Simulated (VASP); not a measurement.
Here is a VASP 6.6.1 calculation.

The input INCAR:

```
SYSTEM = MnS
PREC     = Accurate       ! precision mode
ENCUT    = 600            ! plane-wave cutoff, eV
EDIFF    = 1E-6           ! SCF threshold, eV
ISMEAR   = -1             ! smearing method
SIGMA    = 0.05           ! smearing width, eV
LREAL    = .FALSE.        ! projectors in reciprocal space
LASPH    = .TRUE.         ! aspherical terms in the spheres
NELM     = 200            ! most SCF steps
ALGO     = Normal         ! electronic algorithm
ISIF     = 2              ! what is computed and relaxed
LWAVE    = .FALSE.        ! write WAVECAR
LCHARG   = .TRUE.         ! write CHGCAR
ISPIN    = 2              ! spin polarisation
MAGMOM   = 4 0            ! initial moments
LORBIT   = 11             ! projections on sites
LMAXMIX  = 4              ! l up to which the mixer works
LDAU     = .TRUE.         ! DFT+U
LDAUTYPE = 2            
LDAUL    = 2 -1           ! shell
LDAUU    = 1 0            ! U, eV
LDAUJ    = 0 0          
LDAUPRINT= 1            
GGA      = PS             ! functional
LELF     = .TRUE.         ! ELF
LVHAR    = .TRUE.       
NBANDS   = 22             ! bands
GGA_COMPAT= .FALSE.
```

File KPOINTS:

```
Automatic mesh
0
G
  9 9 9
  0 0 0
```

The input POSCAR:

```
MnS
1.0
    0.0000000000      2.6045000000      2.6045000000
    2.6045000000      0.0000000000      2.6045000000
    2.6045000000      2.6045000000      0.0000000000
Mn S
1 1
Direct
    0.0000000000      0.0000000000      0.0000000000
    0.5000000000      0.5000000000      0.5000000000
```

Potentials or basis: VASP PAW PBE potentials, release 64 (Mn_sv, S).

Command:

```bash
$ cat potpaw_PBE.64/Mn_sv/POTCAR potpaw_PBE.64/S/POTCAR > POTCAR
$ mpirun -np 1 vasp_std > vasp.out
```

Q: What does it give for the pressure?

A: -5.3 GPa.

Q: Estimate the site moments.

A: Mn +4.18; S +0.11 μB.

Eigenvalues of the final occupation matrices:
| site | spin | trace | eigenvalues |
| --- | --- | --- | --- |
| site 1 d | 1 | 4.40 | 0.88 0.88 0.88 0.88 0.88 |
| site 1 d | 2 | 0.26 | 0.03 0.03 0.03 0.08 0.08 |

Caveat: the cell stands under tension; the PAW data sets were made with another functional, which shifts forces and pressure a little; a cell with one magnetic atom can't hold antiferromagnetic order, which such compounds often take. The state reached can hang on the start; a lower one may exist.
